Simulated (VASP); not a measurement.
# GaN (F-43m) in VASP: single point with PBEsol

Aim: the single point of GaN with PBEsol.

All numbers are computed with VASP 6.6.1; they aren't measurements. Logs are shortened: lines on timing, memory, paths and dates and some standing lists are left out, and cuts for length are marked.

### Step 1. The cell of the first run

The structure is cubic, space group F-43m (No. 216). The conventional cell has a = 4.507 Å, b = 4.507 Å, c = 4.507 Å, α = 90.00°, β = 90.00°, γ = 90.00°. Within 2.6 Å of Ga (site symmetry -43m) lie 4 N at 1.95 Å. N (site symmetry -43m) has 4 Ga at 1.95 Å within 2.6 Å.

### Step 2. Single point, PBEsol

INCAR

```
  ALGO = Normal
  EDIFF = 1E-6
  ENCUT = 520
  GGA = PS
  ISIF = 2
  ISMEAR = 0
  LASPH = True
  LCHARG = False
  LREAL = False
  LWAVE = False
  NBANDS = 16
  NELM = 80
  PREC = Accurate
  SIGMA = 0.01
```

KPOINTS

```
k-points
0
Gamma
  4 4 4
```

POSCAR

```
GaN
1.0
    0.0000000000      2.2535010000      2.2535010000
    2.2535010000      0.0000000000      2.2535010000
    2.2535010000      2.2535010000      0.0000000000
Ga N
1 1
Direct
    0.0000000000      0.0000000000      0.0000000000
    0.7500000000      0.7500000000      0.7500000000
```

Potentials or basis: VASP PAW PBE potentials, release 64 (Ga_d, N).

Started as:

```sh
cat potpaw_PBE.64/Ga_d/POTCAR potpaw_PBE.64/N/POTCAR > POTCAR
mpirun -np 1 vasp_std > vasp.out
```

OUTCAR:

```text
EDIFF = 1E-6
   ENCUT = 520
   GGA = PS
   ISIF = 2
   ISMEAR = 0
   LASPH = True
   LREAL = False
   NELM = 80
   PREC = Accurate

 ion  position               nearest neighbor table
   1  0.000  0.000  0.000-   2 1.95   2 1.95   2 1.95   2 1.95
   2  0.750  0.750  0.750-   1 1.95   1 1.95   1 1.95   1 1.95

  LATTYP: Found a face centered cubic cell.
 ALAT       =     4.5070020000

  Lattice vectors:

 A1 = (   0.0000000000,   2.2535010000,   2.2535010000)
 A2 = (   2.2535010000,   0.0000000000,   2.2535010000)
 A3 = (   2.2535010000,   2.2535010000,   0.0000000000)

Analysis of symmetry for initial positions (statically):
=====================================================================
 Subroutine PRICEL returns:
 Original cell was already a primitive cell.

 Routine SETGRP: Setting up the symmetry group for a
 face centered cubic supercell.

 Subroutine GETGRP returns: Found 24 space group operations
 (whereof 24 operations were pure point group operations)
 out of a pool of 48 trial point group operations.

The static configuration has the point symmetry T_d .

Analysis of symmetry for dynamics (positions and initial velocities):
=====================================================================
 Subroutine PRICEL returns:
 Original cell was already a primitive cell.

 Routine SETGRP: Setting up the symmetry group for a
 face centered cubic supercell.

 Subroutine GETGRP returns: Found 24 space group operations
 (whereof 24 operations were pure point group operations)
 out of a pool of 48 trial point group operations.

The dynamic configuration has the point symmetry T_d .

 Subroutine INISYM returns: Found 24 space group operations
 (whereof 24 operations are pure point group operations),
 and found     1 'primitive' translations

----------------------------------------------------------------------------------------

                                     Primitive cell

  volume of cell :      22.8878

  direct lattice vectors                    reciprocal lattice vectors
     0.000000000  2.253501000  2.253501000    -0.221876982  0.221876982  0.221876982
     2.253501000  0.000000000  2.253501000     0.221876982 -0.221876982  0.221876982
     2.253501000  2.253501000  0.000000000     0.221876982  0.221876982 -0.221876982

  length of vectors
     3.186931677  3.186931677  3.186931677     0.384302205  0.384302205  0.384302205

  position of ions in fractional coordinates (direct lattice)
     0.000000000  0.000000000  0.000000000
[... 60 lines left out ...]
   NELM   =     80;   NELMIN=  2; NELMDL= -5     # of ELM steps
   EDIFF  = 0.1E-05   stopping-criterion for ELM
   LREAL  =      F    real-space projection
   EDIFFG = 0.1E-04   stopping-criterion for IOM
   NSW    =      0    number of steps for IOM
   IBRION =     -1    ionic relax: 0-MD 1-quasi-New 2-CG
   NFREE  =      0    steps in history (QN), initial steepest desc. (CG)
   ISIF   =      2    stress and relaxation
   ISYM   =      2    0-nonsym 1-usesym 2-fastsym
   POTIM  = 0.5000    time-step for ionic-motion
   TEBEG  =    0.0;   TEEND  =   0.0 temperature during run
   PSTRESS=    0.0 pullay stress
   NELECT =      18.0000    total number of electrons
   NUPDOWN=      -1.0000    fix difference up-down
   EMIN   =  10.00;   EMAX   =-10.00  energy-range for DOS
   EFERMI =   0.00;   METHOD = LEGACY
   ISMEAR =     0;   SIGMA  =   0.01  broadening in eV -4-tet -1-fermi 0-gaus
   EFERMI_NEDOS =   21; number of points for ismear=-14 and -15
   IALGO  =     38    algorithm
   IMIX   =      4    mixing-type and parameters
     AMIX     =   0.40;   BMIX     =  1.00
     AMIX_MAG =   1.60;   BMIX_MAG =  1.00
  volume/ion in A,a.u.               =      11.44        77.23
  Fermi-wavevector in a.u.,A,eV,Ry     =   1.511116  2.855596 31.068532  2.283473
  Thomas-Fermi vector in A             =   2.621216
   LORBIT       =      0    0 simple, 1 ext, 2 COOP (PROOUT), +10 PAW based schemes
   GGA     = PS    functional components
   LHFCALC =     F    Hartree Fock is set to
   AEXX    =    0.0000 exact exchange contribution
   IVDW    =     0    specifies the selected vdW correction
   LEPSILON=     F    determine dielectric tensor
   LRPA    =     F    only Hartree local field effects (RPA)
 non-spin polarized calculation
 Gauss-broadening in eV      SIGMA  =   0.01
  energy-cutoff  :      520.00
  volume of cell :       22.89
 maximum number of plane-waves:       636
   NGX = 11   NGY = 11   NGZ = 11

 number of electron      18.0000004 magnetization

 Free energy of the ion-electron system (eV)
  ---------------------------------------------------
  ext. energy  EPLUGINS =         0.00000000
  ---------------------------------------------------
  free energy    TOTEN  =       -13.05556282 eV

  energy without entropy =      -13.05556282  energy(sigma->0) =      -13.05556282

 E-fermi :   5.2536     XC(G=0): -11.8926

 val. band max:        5.1985356919   @ k =   0.0000   0.0000   0.0000
 cond. band min:       6.8588458875   @ k =   0.0000   0.0000   0.0000
 fundamental gap:      1.6603101956
 Fermi energy:         5.2535682292

 k-point     1 :       0.0000    0.0000    0.0000
  band No.  band energies     occupation
      1     -10.7475      2.00000
      2      -8.2536      2.00000
      3      -8.2536      2.00000
      4      -8.2536      2.00000
      5      -7.9307      2.00000
      6      -7.9307      2.00000
[... 129 lines left out ...]
      3      -8.0785      2.00000
      4      -7.9218      2.00000
      5      -7.9203      2.00000
      6      -5.9300      2.00000
[... 8 lines left out ...]
     15      24.3599      0.00000
     16      28.7112      0.00000

------------------------ aborting loop because EDIFF is reached ----------------------------------------

  FORCE on cell =-STRESS in cart. coord.  units (eV):
  Direction    XX          YY          ZZ          XY          YZ          ZX
  --------------------------------------------------------------------------------------
  -------------------------------------------------------------------------------------
  Total       -0.1977199     -0.1977199     -0.1977199      0.0000000      0.0000000     -0.0000000
  in kB      -13.8406862    -13.8406862    -13.8406862      0.0000000      0.0000000     -0.0000000
  external PRESSURE =     -13.8406862 kB  Pullay stress =       0.0000000 kB

 VOLUME and BASIS-vectors are now :
 -----------------------------------------------------------------------------
  energy-cutoff  :      520.00
  volume of cell :       22.89
      direct lattice vectors                 reciprocal lattice vectors
     0.000000000  2.253501000  2.253501000    -0.221876982  0.221876982  0.221876982
     2.253501000  0.000000000  2.253501000     0.221876982 -0.221876982  0.221876982
     2.253501000  2.253501000  0.000000000     0.221876982  0.221876982 -0.221876982

 POSITION                                       TOTAL-FORCE (eV/Angst)
 -----------------------------------------------------------------------------------
      0.00000      0.00000      0.00000         0.000000      0.000000      0.000000
      3.38025      3.38025      3.38025        -0.000000     -0.000000     -0.000000
 -----------------------------------------------------------------------------------
    total drift:                               -0.000001     -0.000001     -0.000001

  FREE ENERGIE OF THE ION-ELECTRON SYSTEM (eV)
  ---------------------------------------------------
  free  energy   TOTEN  =       -13.0555628214 eV

  energy  without entropy=      -13.0555628214  energy(sigma->0) =      -13.05556282
```

OSZICAR:

```text
N       E                     dE             d eps       ncg     rms          rms(c)
DAV:   1     0.861254268069E+02    0.86125E+02   -0.89005E+03   296   0.196E+03
DAV:   2    -0.914592300407E+01   -0.95271E+02   -0.88675E+02   304   0.340E+02
DAV:   3    -0.148452120563E+02   -0.56993E+01   -0.56855E+01   272   0.701E+01
DAV:   4    -0.149061887966E+02   -0.60977E-01   -0.60972E-01   328   0.784E+00
DAV:   5    -0.149070037133E+02   -0.81492E-03   -0.81491E-03   296   0.830E-01    0.725E+00
DAV:   6    -0.130846239005E+02    0.18224E+01   -0.42809E+00   384   0.394E+01    0.262E+00
DAV:   7    -0.130755274438E+02    0.90965E-02   -0.29151E-01   264   0.560E+00    0.172E+00
DAV:   8    -0.130595110973E+02    0.16016E-01   -0.56187E-02   336   0.285E+00    0.734E-01
DAV:   9    -0.130554436560E+02    0.40674E-02   -0.13775E-02   376   0.252E+00    0.172E-01
DAV:  10    -0.130556094168E+02   -0.16576E-03   -0.13308E-03   304   0.495E-01    0.750E-02
DAV:  11    -0.130555603085E+02    0.49108E-04   -0.16848E-04   408   0.215E-01    0.509E-03
DAV:  12    -0.130555628866E+02   -0.25781E-05   -0.16678E-05   296   0.449E-02    0.441E-03
DAV:  13    -0.130555628214E+02    0.65212E-07   -0.45927E-07   232   0.872E-03
   1 F= -.13055563E+02 E0= -.13055563E+02  d E =-.185906E-16
```

Run time: 2.4 s. Hardware: 1 thread of Intel Xeon 6975P-C (Granite Rapids), shared host; peak memory 0.13 GiB.

What came out:

```
Free energy            : -13.0556 eV
Pressure               : -1.4 GPa
Band gap on the k mesh : 1.66 eV, direct
```

Caveat: the k points lie up to 0.60 Å⁻¹ apart; the PAW data sets were made with another functional, which shifts forces and pressure a little. Expect the measured gap to be larger: semilocal functionals such as PBEsol lack the derivative discontinuity.
